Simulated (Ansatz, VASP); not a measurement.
Two plane-wave programs on Ta

```xyz
1
Lattice="0.0000 2.0916 2.0916 2.0916 0.0000 2.0916 2.0916 2.0916 0.0000" Properties=species:S:1:pos:R:3 pbc="T T T"
Ta    0.0000    0.0000    0.0000
```

Alike in both runs: task single point; functional revPBE; k mesh 14 × 14 × 14; occupations fermi-dirac, width 0.1 eV; no spin polarisation.

|  | VASP | Ansatz |
| --- | --- | --- |
| version | VASP 6.6.1 | Ansatz 0.2.0 |
| potentials or method | VASP PAW PBE potentials, release 64 (Ta_pv), cutoff 520 eV | plane waves (420 eV) with PAW, scalar-relativistic |
| valence electrons in the cell | 11 | 13 |

|  | VASP | Ansatz | Ansatz less VASP |
| --- | --- | --- | --- |
| pressure (GPa) | 8.3 | 8.3 | -0.03 |

VASP's potentials were made for PBE, not for revPBE. With one functional, cell and mesh, what is left measures potentials, basis and numerics. VASP's potentials hold 11 valence electrons a cell and Ansatz's 13, so a difference there can come from the potentials and not from the codes.

Neither program's run includes spin-orbit coupling.
